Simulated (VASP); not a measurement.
A run of VASP 6.6.1 is set up as follows.

INCAR

```
SYSTEM = Cr
ALGO = Normal ; EDIFF = 1E-6
ENCUT = 520 ; GGA = PE
ISIF = 2 ; ISMEAR = -1
ISPIN = 2 ; LASPH = .TRUE.
LCHARG = .FALSE. ; LMAXMIX = 4
LORBIT = 11 ; LREAL = .FALSE.
LWAVE = .FALSE. ; MAGMOM = 1.01 -1.01
NBANDS = 23 ; NELM = 150
PREC = Accurate ; SIGMA = 0.05
```

KPOINTS

```
k-points
0
G
  18 18 18
  0 0 0
```

The input POSCAR:

```
Cr
1.0
    2.7457673869      0.0000000000      0.0000000000
    0.0000000000      2.7457673869      0.0000000000
    0.0000000000      0.0000000000      2.7457673869
Cr
2
Direct
    0.0000000000      0.0000000000      0.0000000000
    0.5000000000      0.5000000000      0.5000000000
```

Potentials or basis: VASP PAW PBE potentials, release 64 (Cr_pv).

The run is started by

```console
$ cat potpaw_PBE.64/Cr_pv/POTCAR > POTCAR
$ mpirun -np 1 vasp_std > vasp.out
```

Problem. Predict the band gap on the k mesh.

Solution. Zero (filled and empty bands overlap).

Problem. Estimate the pressure.

Solution. 35.1 GPa.

Problem. Estimate the net moment.

Solution. 0.00 μB per cell.
